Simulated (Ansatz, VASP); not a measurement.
**One calculation of FeB4, two programs**

```
CELL_PARAMETERS angstrom
4.43087 0.00000 0.00000
0.00000 5.22103 0.00000
0.00000 0.00000 2.96522
ATOMIC_POSITIONS crystal
Fe 0.00000 0.00000 0.00000
Fe 0.50000 0.50000 0.50000
B 0.25026 0.31260 0.00000
B 0.74974 0.68740 0.00000
B 0.75026 0.18740 0.50000
B 0.24974 0.81260 0.50000
B 0.33845 0.12643 0.50000
B 0.66155 0.87357 0.50000
B 0.83845 0.37357 0.00000
B 0.16155 0.62643 0.00000
```

Alike in both runs: functional LDA; k mesh 8 × 8 × 12; occupations gaussian, width 0.1 eV; no spin polarisation.

Ansatz relaxed the structure, and its values are those at the end. VASP's run is a single point on that final structure, the one shown.

```csv
,VASP,Ansatz
version,VASP 6.6.1,Ansatz 0.2.0
potentials or method,"VASP PAW LDA potentials, release 64 (Fe_sv, B), cutoff 690 eV","scalar-relativistic, plane waves, PAW"
valence electrons in the cell,56,56
```

|  | VASP | Ansatz | Ansatz less VASP |
| --- | --- | --- | --- |
| gap on the k mesh at the Fermi level (eV) | none | none | - |
| pressure (GPa) | -0.1 | 0.0 | +0.11 |
| rms of the force components (eV/Å) | 0.003 | 0.001 | -0.0020 |

LDA's correlation is that of Perdew and Zunger in VASP and of Perdew and Wang (1992) in Ansatz. A gap of «none» marks a metal or a gap that the smearing closes.
